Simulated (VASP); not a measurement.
Wanted: the native input for a VASP 6.6.1 run.

| Item | Value |
| --- | --- |
| Task | single point |
| Functional | PBE |
| Potentials or basis | VASP PAW PBE potentials, release 64 (Sb, S) |
| Cutoff | 520 eV |
| k mesh | 12 × 12 × 12 |
| Occupations | gaussian, width 0.1 eV |
| Spin | no spin polarisation |
| Dipole correction | no |
| Further INCAR settings | ALGO = Normal; EDIFF = 1e-07; NBANDS = 20 |

The structure of SbS3 lies in POSCAR:

```
SbS3
1.0
    4.2317205705      0.0000000000      0.0000000000
    0.0000000000      4.2317205705      0.0000000000
    0.0000000000      0.0000000000      4.2317205705
Sb S
1 3
Direct
    0.0000000000      0.0000000000      0.0000000000
    0.0000000000      0.5000000000      0.5000000000
    0.5000000000      0.0000000000      0.5000000000
    0.5000000000      0.5000000000      0.0000000000
```

The input as run:

INCAR

```
SYSTEM = SbS3
  PREC = Accurate
  ENCUT = 520
  EDIFF = 1E-7
  ISMEAR = 0
  SIGMA = 0.1
  LREAL = .False.
  LASPH = .True.
  NELM = 80
  ALGO = Normal
  ISIF = 2
  LWAVE = .False.
  LCHARG = .False.
  GGA = PE
  NBANDS = 20
```

KPOINTS

```
regular mesh
0
Gamma
  12 12 12
  0 0 0
```

Potentials or basis: VASP PAW PBE potentials, release 64 (Sb, S).

Command:

```console
$ cat potpaw_PBE.64/Sb/POTCAR potpaw_PBE.64/S/POTCAR > POTCAR
$ mpirun -np 1 vasp_std > vasp.out
```

It gave:

| Item | Value |
| --- | --- |
| Pressure | -0.3 GPa |

Wall time 2.4 min on 1 thread of AMD EPYC 7R13, with other jobs on the host, peak memory 0.22 GiB.
